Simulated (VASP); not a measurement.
Write the native input for VASP 6.6.1 that does the following.

* Task: single point
* Functional: r2SCAN
* Potentials or basis: VASP PAW PBE potentials, release 64 (Nb_sv, Si)
* Cutoff: 520 eV
* k mesh: 8 × 8 × 8
* Occupations: fermi-dirac, width 0.05 eV
* Spin: no spin polarisation
* Hubbard terms: Nb d U = 2.0 eV
* Dipole correction: no
* Further INCAR settings: ALGO = Normal; EDIFF = 1e-07; NBANDS = 16

Crystal: NbSi.

```
Nb Si
1.0
     3.15003    0.00000    0.00000
     0.00000    3.15003    0.00000
     0.00000    0.00000    3.15003
Nb Si
1 1
Direct
  0.00000 0.00000 0.00000
  0.50000 0.50000 0.50000
```

These files were run (other wordings do the same):

POSCAR

```
NbSi
1.0
    3.1500291215      0.0000000000      0.0000000000
    0.0000000000      3.1500291215      0.0000000000
    0.0000000000      0.0000000000      3.1500291215
Nb Si
1 1
Direct
    0.0000000000      0.0000000000      0.0000000000
    0.5000000000      0.5000000000      0.5000000000
```

INCAR.step1

```
PREC = Accurate ; ENCUT = 520
ISMEAR = -1 ; SIGMA = 0.05
LREAL = F ; LASPH = T
NELM = 150 ; LMAXMIX = 4
LDAU = T ; LDAUTYPE = 2
LDAUL = 2 -1 ; LDAUU = 2 0
LDAUJ = 0 0 ; NBANDS = 16
GGA = PE ; ALGO = Normal
EDIFF = 1E-4 ; LWAVE = T
LCHARG = F
```

INCAR.step2

```
PREC = Accurate ; ENCUT = 520
EDIFF = 1E-7 ; ISMEAR = -1
SIGMA = 0.05 ; LREAL = F
LASPH = T ; NELM = 150
ALGO = Normal ; ISIF = 2
LWAVE = F ; LCHARG = F
LMAXMIX = 4 ; LDAU = T
LDAUTYPE = 2 ; LDAUL = 2 -1
LDAUU = 2 0 ; LDAUJ = 0 0
LDAUPRINT = 1 ; METAGGA = R2SCAN
LMIXTAU = T ; NBANDS = 16
ISTART = 1
```

KPOINTS

```
regular mesh
0
Gamma
  8 8 8
```

Potentials or basis: VASP PAW PBE potentials, release 64 (Nb_sv, Si).

Run with:

```sh
$ cat potpaw_PBE.64/Nb_sv/POTCAR potpaw_PBE.64/Si/POTCAR > POTCAR
$ cp INCAR.step1 INCAR
$ mpirun -np 1 vasp_std > vasp.out
$ cp INCAR.step2 INCAR
$ mpirun -np 1 vasp_std > vasp.out
```

Results of the run:

The pressure is 2.0 GPa.

Caveat: the PAW data sets were made with another functional, which shifts forces and pressure a little; U without spin polarisation on a metal has little footing; the U is typed as a test and isn't derived for this compound.

Run time: 120 s on 1 thread of AMD EPYC 7R13 (shared host), peak memory 0.12 GiB.
